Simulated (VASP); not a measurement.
# Ag (I4/mmm) in VASP: notebook, part 2 of 2

VASP 6.6.1. The steps go on from the part before.

## Step 3: Single point, r2SCAN (strain -0.040 along x and y, +0.040 along z)

POSCAR reads:

```
Ag
1.0
    0.0000000000      1.9613760000      2.1248240000
    1.9613760000      0.0000000000      2.1248240000
    1.9613760000      1.9613760000      0.0000000000
Ag
1
Direct
    0.0000000000      0.0000000000      0.0000000000
```

INCAR.step1 reads:

```
SYSTEM = Ag
PREC     = Accurate       ! precision mode
ENCUT    = 520            ! plane-wave cutoff, eV
ISMEAR   = 0              ! smearing method
SIGMA    = 0.15           ! smearing width, eV
LREAL    = .FALSE.        ! projectors in reciprocal space
LASPH    = .TRUE.         ! aspherical terms in the spheres
NELM     = 60             ! most SCF steps
NBANDS   = 12             ! bands
GGA      = PE             ! functional
ALGO     = Normal         ! electronic algorithm
EDIFF    = 1E-4           ! SCF threshold, eV
LWAVE    = .TRUE.         ! write WAVECAR
LCHARG   = .FALSE.        ! write CHGCAR
```

INCAR.step2 reads:

```
SYSTEM = Ag
PREC     = Accurate       ! precision mode
ENCUT    = 520            ! plane-wave cutoff, eV
EDIFF    = 1E-6           ! SCF threshold, eV
ISMEAR   = 0              ! smearing method
SIGMA    = 0.15           ! smearing width, eV
LREAL    = .FALSE.        ! projectors in reciprocal space
LASPH    = .TRUE.         ! aspherical terms in the spheres
NELM     = 60             ! most SCF steps
ALGO     = Normal         ! electronic algorithm
ISIF     = 2              ! what is computed and relaxed
LWAVE    = .FALSE.        ! write WAVECAR
LCHARG   = .TRUE.         ! write CHGCAR
METAGGA  = R2SCAN         ! meta-GGA
LMIXTAU  = .TRUE.       
LELF     = .TRUE.         ! ELF
LVHAR    = .TRUE.       
NBANDS   = 12             ! bands
ISTART   = 1
```

KPOINTS reads:

```
regular mesh
0
G
  20 20 20
  0 0 0
```

Potentials or basis: VASP PAW PBE potentials, release 64 (Ag).

Launch:

```console
cat potpaw_PBE.64/Ag/POTCAR > POTCAR
cp INCAR.step1 INCAR
mpirun -np 1 vasp_std > vasp.out
cp INCAR.step2 INCAR
mpirun -np 1 vasp_std > vasp.out
```

OUTCAR:

```text
SYSTEM = Ag
   PREC = Accurate
   ENCUT = 520
   EDIFF = 1E-6
   ISMEAR = 0
   LREAL = .FALSE.
   LASPH = .TRUE.
   NELM = 60
   ISIF = 2
   METAGGA = R2SCAN
   ISTART = 1

 ion  position               nearest neighbor table
   1  0.000  0.000  0.000-

  LATTYP: Found a body centered tetragonal cell.
 ALAT       =     2.7738045401
 C/A-ratio  =     1.5320646926

  Lattice vectors:

 A1 = (  -1.9613760000,   0.0000000000,   2.1248240000)
 A2 = (   1.9613760000,   0.0000000000,   2.1248240000)
 A3 = (   0.0000000000,   1.9613760000,  -2.1248240000)

Analysis of symmetry for initial positions (statically):
=====================================================================
 Subroutine PRICEL returns:
 Original cell was already a primitive cell.

 Routine SETGRP: Setting up the symmetry group for a
 body centered tetragonal supercell.

 Subroutine GETGRP returns: Found 16 space group operations
 (whereof 16 operations were pure point group operations)
 out of a pool of 16 trial point group operations.

The static configuration has the point symmetry D_4h.

Analysis of symmetry for dynamics (positions and initial velocities):
=====================================================================
 Subroutine PRICEL returns:
 Original cell was already a primitive cell.

 Routine SETGRP: Setting up the symmetry group for a
 body centered tetragonal supercell.

 Subroutine GETGRP returns: Found 16 space group operations
 (whereof 16 operations were pure point group operations)
 out of a pool of 16 trial point group operations.

The dynamic configuration has the point symmetry D_4h.

 Subroutine INISYM returns: Found 16 space group operations
 (whereof 16 operations are pure point group operations),
 and found     1 'primitive' translations

----------------------------------------------------------------------------------------

                                     Primitive cell

  volume of cell :      16.3484
[... 114 lines left out ...]
   AEXX    =    0.0000 exact exchange contribution
   IVDW    =     0    specifies the selected vdW correction
   LEPSILON=     F    determine dielectric tensor
   LRPA    =     F    only Hartree local field effects (RPA)
 non-spin polarized calculation
 Gauss-broadening in eV      SIGMA  =   0.15
  energy-cutoff  :      520.00
  volume of cell :       16.35
 maximum number of plane-waves:       457
 NGX is ok and might be reduce to    24
   NGX = 11   NGY = 11   NGZ = 11

 number of electron      11.0000003 magnetization

 Free energy of the ion-electron system (eV)
  ---------------------------------------------------
  ext. energy  EPLUGINS =         0.00000000
  ---------------------------------------------------
  free energy    TOTEN  =       -21.32935215 eV

  energy without entropy =      -21.32718040  energy(sigma->0) =      -21.32826628

 E-fermi :   9.0748     XC(G=0): -13.2643

 val. band max:        9.0493794317   @ k =   0.5000   0.1500   0.3500
 cond. band min:       9.1120334214   @ k =  -0.3500   0.1500   0.1000
 fundamental gap:      0.0626539897
 Fermi energy:         9.0747844816

 k-point     1 :       0.0000    0.0000    0.0000
  band No.  band energies     occupation
      1       0.7403      2.00000
      2       3.3535      2.00000
      3       3.9339      2.00000
      4       3.9339      2.00000
      5       4.5323      2.00000
      6       5.1309      2.00000
      7      25.8844      0.00000
      8      28.9622      0.00000
      9      30.1972      0.00000
     10      30.1972      0.00000
     11      34.7966      0.00000
     12      35.9058      0.00000
[... 331 lines left out ...]
 k-point    24 :      -0.3500    0.0500    0.0000
  band No.  band energies     occupation
      1       2.1873      2.00000
      2       3.5328      2.00000
      3       4.0694      2.00000
      4       5.2552      2.00000
      5       5.3091      2.00000
      6       6.6478      2.00000
      7      16.2730      0.00000
      8      24.6716      0.00000
      9      27.9440      0.00000
     10      30.4298      0.00000
     11      32.6866      0.00000
     12      34.0582      0.00000

 [... further k-points ...]

------------------------ aborting loop because EDIFF is reached ----------------------------------------

  FORCE on cell =-STRESS in cart. coord.  units (eV):
  Direction    XX          YY          ZZ          XY          YZ          ZX
  --------------------------------------------------------------------------------------
  -------------------------------------------------------------------------------------
  Total        0.9079033      0.9079033      0.4197390      0.0000000      0.0000000     -0.0000000
  in kB       88.9765361     88.9765361     41.1353545      0.0000000      0.0000000     -0.0000000
  external PRESSURE =      73.0294756 kB  Pullay stress =       0.0000000 kB

 VOLUME and BASIS-vectors are now :
 -----------------------------------------------------------------------------
  energy-cutoff  :      520.00
  volume of cell :       16.35
      direct lattice vectors                 reciprocal lattice vectors
     0.000000000  1.961376000  2.124824000    -0.254923074  0.254923074  0.235313607
     1.961376000  0.000000000  2.124824000     0.254923074 -0.254923074  0.235313607
     1.961376000  1.961376000  0.000000000     0.254923074  0.254923074 -0.235313607

 POSITION                                       TOTAL-FORCE (eV/Angst)
 -----------------------------------------------------------------------------------
      0.00000      0.00000      0.00000         0.000000     -0.000000      0.000000
 -----------------------------------------------------------------------------------
    total drift:                               -0.000000      0.000000      0.000000

  FREE ENERGIE OF THE ION-ELECTRON SYSTEM (eV)
  ---------------------------------------------------
  free  energy   TOTEN  =       -21.3293521535 eV

  energy  without entropy=      -21.3271804015  energy(sigma->0) =      -21.32826628
```

OSZICAR.step1:

```text
N       E                     dE             d eps       ncg     rms          rms(c)
DAV:   1     0.529765932219E+02    0.52977E+02   -0.55249E+03 15520   0.835E+02
DAV:   2    -0.209666868277E+01   -0.55073E+02   -0.52330E+02 18056   0.198E+02
DAV:   3    -0.293146825875E+01   -0.83480E+00   -0.83431E+00 18036   0.255E+01
DAV:   4    -0.293398294500E+01   -0.25147E-02   -0.25146E-02 17884   0.147E+00
DAV:   5    -0.293400180245E+01   -0.18857E-04   -0.18857E-04 17636   0.113E-01    0.589E+00
DAV:   6    -0.268030408774E+01    0.25370E+00   -0.94520E-01 16988   0.881E+00    0.373E+00
DAV:   7    -0.266989687814E+01    0.10407E-01   -0.13237E-02 17836   0.108E+00    0.205E+00
DAV:   8    -0.266650417693E+01    0.33927E-02   -0.70528E-04 17372   0.191E-01    0.102E-01
DAV:   9    -0.266651026516E+01   -0.60882E-05   -0.82424E-06 10052   0.240E-02
   1 F= -.26665103E+01 E0= -.26652900E+01  d E =-.244056E-02
```

Wall time 3.6 min (1 thread of Intel Xeon Platinum 8488C (Sapphire Rapids), shared host); peak memory 0.24 GiB.

Results:

| Property | Result |
| --- | --- |
| Free energy | -21.3294 eV |
| Pressure | 7.3 GPa |
| Band gap on the k mesh | zero (an odd number of electrons rules out a gap without spin polarisation) |

Stress tensor (GPa, compression positive):
```
8.90 0.00 0.00
0.00 8.90 0.00
0.00 0.00 4.11
```

Caveat: the cell differs from its parent crystal (strain -0.040 along x and y, +0.040 along z); the cell stands under pressure; the PAW data sets were made with another functional, which shifts forces and pressure a little.

## Step 4: Single point, r2SCAN (strain +0.000 along x and y, -0.040 along z)

POSCAR reads:

```
Ag
1.0
    0.0000000000      2.0431000000      1.9613760000
    2.0431000000      0.0000000000      1.9613760000
    2.0431000000      2.0431000000      0.0000000000
Ag
1
Direct
    0.0000000000      0.0000000000      0.0000000000
```

INCAR.step1 reads:

```
  PREC = Accurate
  ENCUT = 520
  ISMEAR = 0
  SIGMA = 0.15
  LREAL = F
  LASPH = T
  NELM = 80
  NBANDS = 12
  GGA = PE
  ALGO = Normal
  EDIFF = 1E-4
  LWAVE = T
  LCHARG = F
```

INCAR.step2 reads:

```
  PREC = Accurate
  ENCUT = 520
  EDIFF = 1E-6
  ISMEAR = 0
  SIGMA = 0.15
  LREAL = F
  LASPH = T
  NELM = 80
  ALGO = Normal
  ISIF = 2
  LWAVE = F
  LCHARG = F
  METAGGA = R2SCAN
  LMIXTAU = T
  NBANDS = 12
  ISTART = 1
```

KPOINTS reads:

```
regular mesh
0
Gamma
  20 20 20
```

Potentials or basis: VASP PAW PBE potentials, release 64 (Ag).

Launch:

```console
cat potpaw_PBE.64/Ag/POTCAR > POTCAR
cp INCAR.step1 INCAR
mpirun -np 1 vasp_std > vasp.out
cp INCAR.step2 INCAR
mpirun -np 1 vasp_std > vasp.out
```

OUTCAR:

```text
PREC = Accurate
   ENCUT = 520
   EDIFF = 1E-6
   ISMEAR = 0
   LREAL = F
   LASPH = T
   NELM = 80
   ISIF = 2
   METAGGA = R2SCAN
   ISTART = 1

 ion  position               nearest neighbor table
   1  0.000  0.000  0.000-

  LATTYP: Found a body centered tetragonal cell.
 ALAT       =     2.8893797293
 C/A-ratio  =     1.3576450199

  Lattice vectors:

 A1 = (   0.0000000000,  -2.0431000000,  -1.9613760000)
[... 538 lines left out ...]
      9      27.9730      0.00000
     10      29.0043      0.00000
     11      32.6220      0.00000
     12      33.3598      0.00000

 [... further k-points ...]

------------------------ aborting loop because EDIFF is reached ----------------------------------------

  FORCE on cell =-STRESS in cart. coord.  units (eV):
  Direction    XX          YY          ZZ          XY          YZ          ZX
  --------------------------------------------------------------------------------------
  -------------------------------------------------------------------------------------
  Total        0.6421795      0.6421795      0.8101678      0.0000000      0.0000000      0.0000000
  in kB       62.8343166     62.8343166     79.2712034      0.0000000      0.0000000      0.0000000
  external PRESSURE =      68.3132789 kB  Pullay stress =       0.0000000 kB

 VOLUME and BASIS-vectors are now :
 -----------------------------------------------------------------------------
  energy-cutoff  :      520.00
  volume of cell :       16.37
      direct lattice vectors                 reciprocal lattice vectors
     0.000000000  2.043100000  1.961376000    -0.244726151  0.244726151  0.254923074
     2.043100000  0.000000000  1.961376000     0.244726151 -0.244726151  0.254923074
     2.043100000  2.043100000  0.000000000     0.244726151  0.244726151 -0.254923074

 POSITION                                       TOTAL-FORCE (eV/Angst)
 -----------------------------------------------------------------------------------
      0.00000      0.00000      0.00000         0.000000      0.000000      0.000000
 -----------------------------------------------------------------------------------
    total drift:                               -0.000000      0.000000      0.000000

  FREE ENERGIE OF THE ION-ELECTRON SYSTEM (eV)
  ---------------------------------------------------
  free  energy   TOTEN  =       -21.3401217915 eV

  energy  without entropy=      -21.3380501775  energy(sigma->0) =      -21.33908598
```

Wall time 3.5 min (1 thread of Intel Xeon Platinum 8488C (Sapphire Rapids), shared host); peak memory 0.24 GiB.

What came out:

| Item | Value |
| --- | --- |
| Free energy | -21.3401 eV |
| Pressure | 6.8 GPa |
| Band gap on the k mesh | zero (an odd number of electrons rules out a gap without spin polarisation) |

Stress tensor (GPa, compression positive):
```
6.28 0.00 0.00
0.00 6.28 0.00
0.00 0.00 7.93
```

Levels at points of the mesh, in eV from the Fermi level:
```csv
k point,band 3,band 4,band 5,band 6,band 7,band 8,band 9,band 10
"(0.00, 0.00, 0.00)",-5.40,-5.13,-4.34,-4.06,16.75,20.50,20.50,21.15
"(0.50, 0.00, 0.00)",-5.21,-3.38,-3.25,-0.47,3.94,15.88,18.56,19.66
"(0.50, 0.50, 0.00)",-3.36,-3.07,-3.07,2.19,8.02,10.83,10.83,17.69
"(0.50, 0.00, 0.50)",-3.36,-3.19,-3.00,1.42,6.94,11.57,11.67,18.43
```

Caveat: the cell differs from its parent crystal (strain +0.000 along x and y, -0.040 along z); the cell stands under pressure; the PAW data sets were made with another functional, which shifts forces and pressure a little.

## Step 5: Summary

```csv
cell,gap on the mesh (eV),pressure (GPa)
"a = 2.832, b = 2.832, c = 2.774 Å, angles 60.7, 60.7, 58.6°, 1 atom",none,13.3
"a = 2.892, b = 2.892, c = 2.774 Å, angles 61.3, 61.3, 57.3°, 1 atom",none,7.3
"a = 2.832, b = 2.832, c = 2.889 Å, angles 59.3, 59.3, 61.3°, 1 atom",none,6.8
```

Alike in all rows: task single point; level r2SCAN; potentials or basis VASP PAW PBE potentials, release 64 (Ag); no spin polarisation; k mesh 20 × 20 × 20; cutoff (eV) 520; smearing gaussian 0.15 eV.

Caveats: the cell stands under pressure; the PAW data sets were made with another functional, which shifts forces and pressure a little.

Total energies depend on the potentials used, so only differences within one code and one set of settings carry meaning.
